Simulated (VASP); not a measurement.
Input of a VASP 6.6.1 run:

The input INCAR:

```
  PREC = Accurate
  ENCUT = 520
  EDIFF = 1E-6
  ISMEAR = 0
  SIGMA = 0.023
  LREAL = False
  LASPH = True
  NELM = 80
  ALGO = Normal
  ISIF = 2
  LWAVE = False
  LCHARG = False
  GGA = PE
  NBANDS = 36
```

The input KPOINTS:

```
Automatic mesh
0
Gamma
  8 8 4
```

File POSCAR:

```
Ge
1.0
    3.9975858431      0.0000000000      0.0000000000
   -1.9987929216      3.4620108940      0.0000000000
    0.0000000000      0.0000000000      6.5993779500
Ge
4
Direct
    0.3333333333      0.6666666667      0.9370987500
    0.6666666667      0.3333333333      0.4370987500
    0.3333333333      0.6666666667      0.5629012500
    0.6666666667      0.3333333333      0.0629012500
```

Potentials or basis: VASP PAW PBE potentials, release 64 (Ge_d).

Run with:

```bash
$ cat potpaw_PBE.64/Ge_d/POTCAR > POTCAR
$ mpirun -np 1 vasp_std > vasp.out
```

**Question.** What does it give for the pressure?

**Answer.** 2.9 GPa.

**Question.** What does it give for the band gap on the k mesh?

**Answer.** 0.12 eV.

Forces on the atoms (eV/Å):
```
Ge   0.000  0.000 -0.019
Ge   0.000  0.000 -0.019
Ge   0.000  0.000  0.019
Ge   0.000  0.000  0.019
```

A k mesh can miss the band edges.
